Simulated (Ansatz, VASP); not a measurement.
## Two plane-wave programs on ScAl3

INCAR

```
ALGO = Fast
EDIFF = 1E-6
ENCUT = 520
GGA = PE
ISIF = 2
ISMEAR = 0
LASPH = T
LCHARG = T
LELF = T
LREAL = F
LVHAR = T
LWAVE = F
NBANDS = 18
NELM = 60
PREC = Accurate
SIGMA = 0.15
```

The input KPOINTS:

```
k-points
0
Gamma
  12 12 12
```

Contents of POSCAR:

```
ScAl3
1.0
    4.2695438197      0.0000000000      0.0000000000
    0.0000000000      4.2695438197      0.0000000000
    0.0000000000      0.0000000000      4.4337570436
Sc Al
1 3
Direct
    0.0000000000      0.0000000000      0.0000000000
    0.5000000000      0.0000000000      0.5000000000
    0.0000000000      0.5000000000      0.5000000000
    0.5000000000      0.5000000000      0.0000000000
```

Input for Ansatz:

```yaml
crystal:
  lattice:
    - [4.2695438197, 0.0, 0.0]
    - [0.0, 4.2695438197, 0.0]
    - [0.0, 0.0, 4.4337570436]
  atoms:
    - { symbol: Sc, position: [0.0, 0.0, 0.0] }
    - { symbol: Al, position: [0.5, 0.0, 0.5] }
    - { symbol: Al, position: [0.0, 0.5, 0.5] }
    - { symbol: Al, position: [0.5, 0.5, 0.0] }
basis:
  ecutwfc: 420
kpoints:
  mp_grid: { grid: [12, 12, 12] }
hamiltonian:
  xc: pbe
scf:
  occupations: { method: gaussian, width: 0.15 }
output:
  forces: true
  stress: true
  eigenvalues: true
```

Change from the starting cell: strain +0.040 along x and y, +0.080 along z, atoms carried along.

Alike in both runs: task single point; functional PBE; k mesh 12 × 12 × 12; occupations gaussian, width 0.15 eV; no spin polarisation.

|  | VASP | Ansatz |
| --- | --- | --- |
| version | VASP 6.6.1 | Ansatz 0.2.0 |
| potentials or method | VASP PAW PBE potentials, release 64 (Sc_sv, Al), cutoff 520 eV | scalar-relativistic, plane waves, PAW |
| valence electrons in the cell | 20 | 20 |

Ansatz gave:

```
gap on the k mesh at the Fermi level (eV)                     : none
pressure (GPa)                                                : -9.5
traceless stress, the component that is largest in VASP (GPa) : -2.34
```

**Question.** What did VASP give for the same quantities?

**Answer.** gap on the k mesh at the Fermi level (eV): none; pressure (GPa): -9.5; traceless stress, the component that is largest in VASP (GPa): -2.35.

A gap of «none» marks a metal or a gap that the smearing closes.
